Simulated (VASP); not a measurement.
# ZrOs3 (P6_3/mmc) in VASP: a series of runs, part 2 of 2

VASP 6.6.1. Earlier steps stand in the parts before.

### Step 3. Relaxation of cell and atoms, PBE

This run uses another cell than the first one, of 14.25 Å³/atom.

File INCAR:

```
  PREC = Accurate
  ENCUT = 600
  EDIFF = 1E-7
  ISMEAR = 0
  SIGMA = 0.1
  LREAL = F
  LASPH = T
  NELM = 100
  ALGO = Fast
  ISIF = 3
  LWAVE = F
  LCHARG = F
  GGA = PE
  IBRION = 2
  NSW = 90
  EDIFFG = -0.04
```

File KPOINTS:

```
regular mesh
0
Gamma
  6 6 4
```

File POSCAR:

```
ZrOs3
1.0
    5.4733639251      0.0000000000      0.0000000000
   -2.7366819625      4.7400722033      0.0000000000
    0.0000000000      0.0000000000      4.3932190479
Zr Os
2 6
Direct
    0.3333333333      0.6666666667      0.2500000000
    0.6666666667      0.3333333333      0.7500000000
    0.8330000000      0.6660000000      0.2500000000
    0.1670000000      0.8330000000      0.7500000000
    0.3340000000      0.1670000000      0.2500000000
    0.1670000000      0.3340000000      0.7500000000
    0.8330000000      0.1670000000      0.2500000000
    0.6660000000      0.8330000000      0.7500000000
```

Potentials or basis: VASP PAW PBE potentials, release 64 (Zr_sv, Os).

The run is started by

```bash
$ cat potpaw_PBE.64/Zr_sv/POTCAR potpaw_PBE.64/Os/POTCAR > POTCAR
$ mpirun -np 1 vasp_std > vasp.out
```

OUTCAR:

```text
PREC = Accurate
   ENCUT = 600
   EDIFF = 1E-7
   ISMEAR = 0
   LREAL = F
   LASPH = T
   NELM = 100
   ISIF = 3
   GGA = PE
   IBRION = 2
   NSW = 90
   EDIFFG = -0.04

 ion  position               nearest neighbor table
   1  0.333  0.667  0.250-   4 2.70   4 2.70   6 2.70   6 2.70   8 2.70   8 2.70   5 2.74   3 2.74
                             7 2.74   7 2.74   5 2.74   3 2.74   2 3.85   2 3.85   2 3.85   2 3.85
   2  0.667  0.333  0.750-   7 2.70   7 2.70   3 2.70   3 2.70   5 2.70   5 2.70   8 2.74   6 2.74
                             4 2.74   4 2.74   8 2.74   6 2.74   1 3.85   1 3.85   1 3.85   1 3.85
   3  0.833  0.666  0.250-   2 2.70   2 2.70   8 2.71   8 2.71   4 2.71   4 2.71   7 2.73   5 2.73
                             1 2.74   1 2.74   7 2.74   5 2.74
   4  0.167  0.833  0.750-   1 2.70   1 2.70   5 2.71   5 2.71   3 2.71   3 2.71   6 2.73   8 2.73
                             2 2.74   2 2.74   6 2.74   8 2.74
   5  0.334  0.167  0.250-   2 2.70   2 2.70   6 2.71   6 2.71   4 2.71   4 2.71   7 2.73   3 2.73
                             1 2.74   1 2.74   7 2.74   3 2.74
   6  0.167  0.334  0.750-   1 2.70   1 2.70   5 2.71   5 2.71   7 2.71   7 2.71   4 2.73   8 2.73
                             2 2.74   2 2.74   4 2.74   8 2.74
   7  0.833  0.167  0.250-   2 2.70   2 2.70   8 2.71   8 2.71   6 2.71   6 2.71   3 2.73   5 2.73
                             1 2.74   1 2.74   3 2.74   5 2.74
   8  0.666  0.833  0.750-   1 2.70   1 2.70   3 2.71   3 2.71   7 2.71   7 2.71   4 2.73   6 2.73
                             2 2.74   2 2.74   4 2.74   6 2.74

  LATTYP: Found a hexagonal cell.
 ALAT       =     5.4733639251
 C/A-ratio  =     0.8026542923

  Lattice vectors:

 A1 = (   5.4733639251,   0.0000000000,   0.0000000000)
 A2 = (  -2.7366819625,   4.7400722033,   0.0000000000)
 A3 = (   0.0000000000,   0.0000000000,   4.3932190479)

Analysis of symmetry for initial positions (statically):
=====================================================================
 Subroutine PRICEL returns:
 Original cell was already a primitive cell.

 Routine SETGRP: Setting up the symmetry group for a
 hexagonal supercell.

 Subroutine GETGRP returns: Found 24 space group operations
 (whereof 12 operations were pure point group operations)
 out of a pool of 24 trial point group operations.

The static configuration has the point symmetry D_3d.
[... 153 lines left out ...]
   LRPA    =     F    only Hartree local field effects (RPA)
 conjugate gradient relaxation of ions
 non-spin polarized calculation
 RMM-DIIS sequential band-by-band and
 Gauss-broadening in eV      SIGMA  =   0.10
  energy-cutoff  :      600.00
  volume of cell :      113.98
 maximum number of plane-waves:      3834
 NGX is ok and might be reduce to    48
   NGX = 21   NGY = 21   NGZ = 17

--------------------------------------- Ionic step        1  -------------------------------------------

 number of electron      72.0000003 magnetization

 Free energy of the ion-electron system (eV)
  ---------------------------------------------------
  ext. energy  EPLUGINS =         0.00000000
  ---------------------------------------------------
  free energy    TOTEN  =       -83.29745943 eV

  energy without entropy =      -83.26884914  energy(sigma->0) =      -83.28315429

 E-fermi :  10.4323     XC(G=0): -13.8241

 val. band max:       10.4245480786   @ k =   0.3333   0.3333   0.2500
 cond. band min:      10.4476064641   @ k =   0.3333   0.1667   0.5000
 fundamental gap:      0.0230583855
 Fermi energy:        10.4322511286

 k-point     1 :       0.0000    0.0000    0.0000
  band No.  band energies     occupation
      1     -37.1033      2.00000
      2     -37.0875      2.00000
      3     -15.4548      2.00000
      4     -15.4250      2.00000
      5     -15.4250      2.00000
      6     -15.3799      2.00000
[... 996 lines left out ...]
--------------------------------------- Ionic step        2  -------------------------------------------

 number of electron      72.0000004 magnetization

------------------------ aborting loop EDIFF was not reached (unconverged)  ----------------------------

  FORCE on cell =-STRESS in cart. coord.  units (eV):
  Direction    XX          YY          ZZ          XY          YZ          ZX
  --------------------------------------------------------------------------------------
  -------------------------------------------------------------------------------------
  Total      -46.4675081    -46.4675081    -49.1844107     -0.0000000     -0.0000000      0.0000000
  in kB     -415.7193760   -415.7193760   -440.0260175     -0.0000000     -0.0000000      0.0000000
  external PRESSURE =    -423.8215898 kB  Pullay stress =       0.0000000 kB
[... 281 lines left out ...]
--------------------------------------- Ionic step        9  -------------------------------------------

 number of electron      71.9999999 magnetization

 Free energy of the ion-electron system (eV)
  ---------------------------------------------------
  ext. energy  EPLUGINS =         0.00000000
  ---------------------------------------------------
  free energy    TOTEN  =       -84.74236657 eV

  energy without entropy =      -84.71006563  energy(sigma->0) =      -84.72621610

 E-fermi :   8.9389     XC(G=0): -13.2176

 val. band max:        8.9251576074   @ k =   0.3333   0.3333   0.2500
 cond. band min:       8.9414326302   @ k =   0.1667   0.0000   0.0000
 fundamental gap:      0.0162750228
 Fermi energy:         8.9389418716

 k-point     1 :       0.0000    0.0000    0.0000
  band No.  band energies     occupation
      1     -38.9137      2.00000
      2     -38.9048      2.00000
      3     -17.1075      2.00000
      4     -17.1075      2.00000
      5     -17.1036      2.00000
      6     -17.0566      2.00000
[... 990 lines left out ...]
  FREE ENERGIE OF THE ION-ELECTRON SYSTEM (eV)
  ---------------------------------------------------
  free  energy   TOTEN  =       -84.7423665699 eV

  energy  without entropy=      -84.7100656270  energy(sigma->0) =      -84.72621610

 reached required accuracy - stopping structural energy minimisation
```

OSZICAR:

```text
N       E                     dE             d eps       ncg     rms          rms(c)
DAV:   1     0.803862089804E+03    0.80386E+03   -0.38898E+04  1806   0.188E+03
DAV:   2     0.243894125785E+01   -0.80142E+03   -0.78292E+03  1806   0.627E+02
DAV:   3    -0.807589233796E+02   -0.83198E+02   -0.79874E+02  3121   0.142E+02
[... 232 lines left out ...]
RMM:   9    -0.847423648485E+02   -0.29721E-06   -0.37379E-06  2406   0.691E-03    0.236E-02
RMM:  10    -0.847423659131E+02   -0.10646E-05   -0.39333E-06  2507   0.847E-03    0.483E-03
RMM:  11    -0.847423663677E+02   -0.45463E-06   -0.10136E-06  1931   0.414E-03    0.210E-03
RMM:  12    -0.847423664709E+02   -0.10322E-06   -0.21341E-07  1271   0.288E-03    0.178E-03
RMM:  13    -0.847423665699E+02   -0.98924E-07   -0.34162E-07  1493   0.300E-03
   9 F= -.84742367E+02 E0= -.84726216E+02  d E =-.677392E-03
```

CONTCAR:

```text
ZrOs3
   1.00000000000000
     5.6969523818152545    0.0000000000023778   -0.0000000000000000
    -2.8484761908535257    4.9337054868079289   -0.0000000000000000
    -0.0000000000000000   -0.0000000000000000    4.5161043480917664
  Zr              Os
     2     6
Direct
     0.3333333332999970    0.6666666667000030    0.2500000000000000
     0.6666666667000030    0.3333333332999970    0.7500000000000000
     0.8366815064860004    0.6733630129719881    0.2500000000000000
     0.1633184935140073    0.8366815064859876    0.7500000000000000
     0.3266369870280070    0.1633184935139996    0.2500000000000000
     0.1633184935139996    0.3266369870280120    0.7500000000000000
     0.8366815064859929    0.1633184935140123    0.2500000000000000
     0.6733630129719931    0.8366815064860004    0.7500000000000000

  0.00000000E+00  0.00000000E+00  0.00000000E+00
  0.00000000E+00  0.00000000E+00  0.00000000E+00
  0.00000000E+00  0.00000000E+00  0.00000000E+00
  0.00000000E+00  0.00000000E+00  0.00000000E+00
  0.00000000E+00  0.00000000E+00  0.00000000E+00
  0.00000000E+00  0.00000000E+00  0.00000000E+00
  0.00000000E+00  0.00000000E+00  0.00000000E+00
  0.00000000E+00  0.00000000E+00  0.00000000E+00
```

Wall time 18 min (1 thread of Intel Xeon 6975P-C (Granite Rapids), shared host); peak memory 0.37 GiB.

Results:

| Property | Result |
| --- | --- |
| Free energy | -84.7424 eV |
| Relaxed volume | 15.87 Å³/atom |
| Relaxed cell | a = 5.697 Å, b = 5.697 Å, c = 4.516 Å, α = 90.00°, β = 90.00°, γ = 120.00° |
| Space group after relaxing (to 0.1 Å) | P6_3/mmc (No. 194) |
| Pressure after relaxing | -0.1 GPa |
| Largest force after relaxing | 0.017 eV/Å |
| Band gap on the k mesh | zero (bands 36 and 37 overlap by 1.09 eV) |

Forces on the atoms (eV/Å):
```
Zr   0.000  0.000  0.000
Zr   0.000  0.000  0.000
Os   0.000  0.017  0.000
Os  -0.014  0.008  0.000
Os  -0.014 -0.008  0.000
Os   0.000 -0.017  0.000
Os   0.014 -0.008  0.000
Os   0.014  0.008  0.000
```

Stress tensor (GPa, compression positive):
```
-0.20  0.00  0.00
 0.00 -0.20  0.00
 0.00  0.00  0.13
```

Final structure:
```cif
data_structure
_symmetry_space_group_name_H-M 'P 1'
_symmetry_Int_Tables_number 1
_cell_length_a 5.6970
_cell_length_b 5.6970
_cell_length_c 4.5161
_cell_angle_alpha 90.000
_cell_angle_beta 90.000
_cell_angle_gamma 120.000
_cell_volume 126.93
loop_
_atom_site_label
_atom_site_type_symbol
_atom_site_fract_x
_atom_site_fract_y
_atom_site_fract_z
_atom_site_occupancy
Zr1 Zr 0.33333 0.66667 0.25000 1
Zr2 Zr 0.66667 0.33333 0.75000 1
Os1 Os 0.83668 0.67336 0.25000 1
Os2 Os 0.16332 0.83668 0.75000 1
Os3 Os 0.32664 0.16332 0.25000 1
Os4 Os 0.16332 0.32664 0.75000 1
Os5 Os 0.83668 0.16332 0.25000 1
Os6 Os 0.67336 0.83668 0.75000 1
```

Caveat: spin-orbit coupling is left out, which moves the levels of the heavy elements.

### Step 4. Single point, PBE

File INCAR:

```
SYSTEM = ZrOs3
  ALGO = Fast
  EDIFF = 1E-7
  ENCUT = 520
  GGA = PE
  ISIF = 2
  ISMEAR = 0
  LASPH = .True.
  LCHARG = .True.
  LELF = .True.
  LREAL = .False.
  LVHAR = .True.
  LWAVE = .False.
  NBANDS = 46
  NELM = 60
  PREC = Accurate
  SIGMA = 0.1
```

File KPOINTS:

```
k-points
0
Gamma
  12 12 8
  0 0 0
```

File POSCAR:

```
ZrOs3
1.0
    5.7024461090      0.0000000000      0.0000000000
   -2.8512230545      4.9384631941      0.0000000000
    0.0000000000      0.0000000000      4.5098272319
Zr Os
2 6
Direct
    0.3333333333      0.6666666667      0.2500000000
    0.6666666667      0.3333333333      0.7500000000
    0.8362030997      0.6724061994      0.2500000000
    0.1637969003      0.8362030997      0.7500000000
    0.3275938006      0.1637969003      0.2500000000
    0.1637969003      0.3275938006      0.7500000000
    0.8362030997      0.1637969003      0.2500000000
    0.6724061994      0.8362030997      0.7500000000
```

The run is started by

```bash
$ cat potpaw_PBE.64/Zr_sv/POTCAR potpaw_PBE.64/Os/POTCAR > POTCAR
$ mpirun -np 1 vasp_std > vasp.out
```

It took 9.7 min on 1 thread of Intel Xeon 6975P-C (Granite Rapids), shared host; peak memory 0.55 GiB.

It converged, with:

```
Free energy            : -84.6318 eV
Pressure               : 0.0 GPa
Largest force          : 0.008 eV/Å
Band gap on the k mesh : zero (bands 36 and 37 overlap by 1.19 eV)
```

Forces on the atoms (eV/Å):
```
Zr   0.000  0.000  0.000
Zr   0.000  0.000  0.000
Os   0.000 -0.008  0.000
Os   0.007 -0.004  0.000
Os   0.007  0.004  0.000
Os   0.000  0.008  0.000
Os  -0.007  0.004  0.000
Os  -0.007 -0.004  0.000
```

Levels at points of the mesh, in eV from the Fermi level:
```csv
k point,band 34,band 35,band 36,band 37,band 38,band 39
"(0.00, 0.00, 0.00)",-0.75,-0.56,-0.24,-0.24,0.38,1.21
"(0.50, 0.00, 0.00)",-0.67,-0.66,-0.37,-0.10,0.15,0.31
"(0.00, 0.00, 0.50)",0.15,0.77,0.77,0.77,0.77,1.55
"(0.50, 0.00, 0.50)",-0.94,-0.86,-0.86,0.15,0.15,0.24
```

Caveat: spin-orbit coupling is left out, which moves the levels of the heavy elements.

### Step 5. Overview

```tsv
task	cell	k mesh	cutoff (eV)	gap on the mesh (eV)	pressure (GPa)	largest force (eV/Å)
single point	a = 5.695, b = 5.695, c = 4.519 Å, angles 90.0, 90.0, 120.0°, 8 atoms, atomic positions A	6 × 6 × 4	520	none	-0.1	0.01
relaxation of cell and atoms	relaxed from a = 5.473, b = 5.473, c = 4.393 Å, angles 90.0, 90.0, 120.0°, 8 atoms, atomic positions B	6 × 6 × 4	600	none	-0.1	0.02
single point	a = 5.702, b = 5.702, c = 4.510 Å, angles 90.0, 90.0, 120.0°, 8 atoms, atomic positions C	12 × 12 × 8	520	none	0.0	0.01
```

Alike in all rows: level PBE; potentials or basis VASP PAW PBE potentials, release 64 (Zr_sv, Os); no spin polarisation; smearing gaussian 0.1 eV.

Caveats: spin-orbit coupling is left out, which moves the levels of the heavy elements.

Absolute energies hang on the potentials; compare differences alone.
